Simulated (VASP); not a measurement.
# Ag in VASP: a series of runs, part 2 of 2

VASP 6.6.1. The steps go on from the part before.

## Step 3: Single point, PBE

INCAR

```
SYSTEM = Ag
PREC     = Accurate       ! precision mode
ENCUT    = 520            ! plane-wave cutoff, eV
EDIFF    = 1E-6           ! SCF threshold, eV
ISMEAR   = -1             ! smearing method
SIGMA    = 0.08           ! smearing width, eV
LREAL    = .False.        ! projectors in reciprocal space
LASPH    = .True.         ! aspherical terms in the spheres
NELM     = 100            ! most SCF steps
ALGO     = Normal         ! electronic algorithm
ISIF     = 2              ! what is computed and relaxed
LWAVE    = .False.        ! write WAVECAR
LCHARG   = .True.         ! write CHGCAR
LDIPOL   = .True.       
IDIPOL   = 3            
DIPOL    = 0.5 0.5 0.500
GGA      = PE             ! functional
LELF     = .True.         ! ELF
LVHAR    = .True.       
LVACPOTAV= .True.       
NBANDS   = 30             ! bands
```

KPOINTS

```
Automatic mesh
0
Gamma
  14 10 1
  0 0 0
```

POSCAR

```
Ag
1.0
    2.9333909037      0.0000000000      0.0000000000
    0.0000000000      4.1484411997      0.0000000000
    0.0000000000      0.0000000000     20.4001000000
Ag
4
Direct
    0.2500000000      0.2500000000      0.3975521128
    0.7500000000      0.7500000000      0.4607409066
    0.2500000000      0.2500000000      0.5392590914
    0.7500000000      0.7500000000      0.6024478888
```

Potentials or basis: VASP PAW PBE potentials, release 64 (Ag).

Started as:

```console
$ cat potpaw_PBE.64/Ag/POTCAR > POTCAR
$ mpirun -np 1 vasp_std > vasp.out
```

OUTCAR:

```text
SYSTEM = Ag
   PREC = Accurate
   ENCUT = 520
   EDIFF = 1E-6
   ISMEAR = -1
   LREAL = .False.
   LASPH = .True.
   NELM = 100
   ISIF = 2
   GGA = PE

 ion  position               nearest neighbor table
   1  0.250  0.250  0.398-   2 2.85   2 2.85   2 2.85   2 2.85   3 2.89
   2  0.750  0.750  0.461-   1 2.85   1 2.85   1 2.85   1 2.85   4 2.89   3 3.00   3 3.00   3 3.00
                             3 3.00
   3  0.250  0.250  0.539-   4 2.85   4 2.85   4 2.85   4 2.85   1 2.89   2 3.00   2 3.00   2 3.00
                             2 3.00
   4  0.750  0.750  0.602-   3 2.85   3 2.85   3 2.85   3 2.85   2 2.89

  LATTYP: Found a simple orthorhombic cell.
 ALAT       =     2.9333909037
 B/A-ratio  =     1.4142135624
 C/A-ratio  =     6.9544430557

  Lattice vectors:

 A1 = (   2.9333909037,   0.0000000000,   0.0000000000)
 A2 = (   0.0000000000,   4.1484411997,   0.0000000000)
 A3 = (   0.0000000000,   0.0000000000,  20.4001000000)

Analysis of symmetry for initial positions (statically):
=====================================================================
 Subroutine PRICEL returns:
 Original cell was already a primitive cell.

 Routine SETGRP: Setting up the symmetry group for a
 simple orthorhombic supercell.

 Subroutine GETGRP returns: Found  8 space group operations
 (whereof  2 operations were pure point group operations)
 out of a pool of  8 trial point group operations.

The static configuration has the point symmetry S_2 .
 The point group associated with its full space group is D_2h.

Analysis of symmetry for dynamics (positions and initial velocities):
=====================================================================
 Subroutine PRICEL returns:
 Original cell was already a primitive cell.

 Routine SETGRP: Setting up the symmetry group for a
 simple orthorhombic supercell.

 Subroutine GETGRP returns: Found  8 space group operations
 (whereof  2 operations were pure point group operations)
 out of a pool of  8 trial point group operations.

[... 122 lines left out ...]
   IALGO  =     38    algorithm
   IMIX   =      4    mixing-type and parameters
     AMIX     =   0.40;   BMIX     =  1.00
     AMIX_MAG =   1.60;   BMIX_MAG =  1.00
  volume/ion in A,a.u.               =      62.06       418.82
  Fermi-wavevector in a.u.,A,eV,Ry     =   0.919595  1.737783 11.505838  0.845655
  Thomas-Fermi vector in A             =   2.044807
   LORBIT       =      0    0 simple, 1 ext, 2 COOP (PROOUT), +10 PAW based schemes
   GGA     = PE    functional components
   LHFCALC =     F    Hartree Fock is set to
   AEXX    =    0.0000 exact exchange contribution
   IVDW    =     0    specifies the selected vdW correction
   LEPSILON=     F    determine dielectric tensor
   LRPA    =     F    only Hartree local field effects (RPA)
 non-spin polarized calculation
  energy-cutoff  :      520.00
  volume of cell :      248.25
 maximum number of plane-waves:      6747
 NGX is ok and might be reduce to    24
   NGX = 11   NGY = 15   NGZ = 75

 number of electron      44.0000021 magnetization

 dipolmoment           0.000000      0.000000      0.000000 electrons x Angstroem

 Free energy of the ion-electron system (eV)
  ---------------------------------------------------
  ext. energy  EPLUGINS =         0.00000000
  ---------------------------------------------------
  free energy    TOTEN  =        -9.54195009 eV

  energy without entropy =       -9.51404034  energy(sigma->0) =       -9.52799522

 E-fermi :  -0.6585     XC(G=0):  -4.2942

 val. band max:       -0.6999230213   @ k =   0.0000   0.2000   0.0000
 cond. band min:      -0.6240150569   @ k =   0.1429   0.0000   0.0000
 fundamental gap:      0.0759079644
 Fermi energy:        -0.6585000684

 k-point     1 :       0.0000    0.0000    0.0000
  band No.  band energies     occupation
      1      -7.3306      2.00000
      2      -6.5804      2.00000
      3      -6.2752      2.00000
      4      -6.0610      2.00000
      5      -5.7606      2.00000
      6      -5.4707      2.00000
[... 781 lines left out ...]
     29       7.1151      0.00000
     30       7.1151      0.00000

 [... further k-points ...]
[... 5 lines left out ...]
  --------------------------------------------------------------------------------------
  -------------------------------------------------------------------------------------
  Total       -1.1434258     -0.5740384     -0.0588302      0.0000000      0.0000000      0.0000000
  in kB       -7.3795760     -3.7047962     -0.3796855      0.0000000      0.0000000      0.0000000
  external PRESSURE =      -3.8213526 kB  Pullay stress =       0.0000000 kB

 VOLUME and BASIS-vectors are now :
 -----------------------------------------------------------------------------
  energy-cutoff  :      520.00
  volume of cell :      248.25
      direct lattice vectors                 reciprocal lattice vectors
     2.933390904  0.000000000  0.000000000     0.340902400  0.000000000  0.000000000
     0.000000000  4.148441200  0.000000000     0.000000000  0.241054399  0.000000000
     0.000000000  0.000000000 20.400100000     0.000000000  0.000000000  0.049019368

 POSITION                                       TOTAL-FORCE (eV/Angst)
 -----------------------------------------------------------------------------------
      0.73335      1.03711      8.11010        -0.000000      0.000000      0.005904
      2.20004      3.11133      9.39916        -0.000000     -0.000000      0.001118
      0.73335      1.03711     11.00094         0.000000     -0.000000     -0.001118
      2.20004      3.11133     12.29000        -0.000000     -0.000000     -0.005904
 -----------------------------------------------------------------------------------
    total drift:                                0.000000     -0.000000      0.000055

  FREE ENERGIE OF THE ION-ELECTRON SYSTEM (eV)
  ---------------------------------------------------
  free  energy   TOTEN  =        -9.5419500920 eV

  energy  without entropy=       -9.5140403381  energy(sigma->0) =       -9.52799522

 vacuum level on the upper side and lower side of the slab         3.469         3.469
```

OSZICAR:

```text
N       E                     dE             d eps       ncg     rms          rms(c)
DAV:   1     0.260653416932E+03    0.26065E+03   -0.18749E+04  2880   0.120E+03
DAV:   2    -0.160333005308E+01   -0.26226E+03   -0.24677E+03  3334   0.252E+02
DAV:   3    -0.102287200284E+02   -0.86254E+01   -0.85303E+01  3300   0.481E+01
[... 13 lines left out ...]
DAV:  17    -0.954193431978E+01   -0.41549E-05   -0.47507E-07  2294   0.403E-03    0.502E-04
DAV:  18    -0.954194456597E+01   -0.10246E-04   -0.57490E-07  2142   0.135E-03    0.400E-04
DAV:  19    -0.954194763356E+01   -0.30676E-05   -0.95960E-08  2048   0.575E-04    0.195E-04
DAV:  20    -0.954194999403E+01   -0.23605E-05   -0.13922E-07  2032   0.689E-04    0.976E-05
DAV:  21    -0.954195009198E+01   -0.97952E-07   -0.29974E-09  1868   0.316E-04
   1 F= -.95419501E+01 E0= -.95279952E+01  d E =-.279098E-01
```

It took 4 min on 1 thread of Intel Xeon 6975P-C (Granite Rapids), shared host; peak memory 0.48 GiB.

What came out:

| Item | Value |
| --- | --- |
| Free energy | -9.5420 eV |
| Largest force | 0.006 eV/Å |
| Band gap on the k mesh | zero (band 22 reaches 0.56 eV, above the bottom of band 23 at -2.16 eV) |

Forces in eV/Å, atoms in the order of the input:
```
Ag   0.000  0.000  0.006
Ag   0.000  0.000  0.001
Ag   0.000  0.000 -0.001
Ag   0.000  0.000 -0.006
```
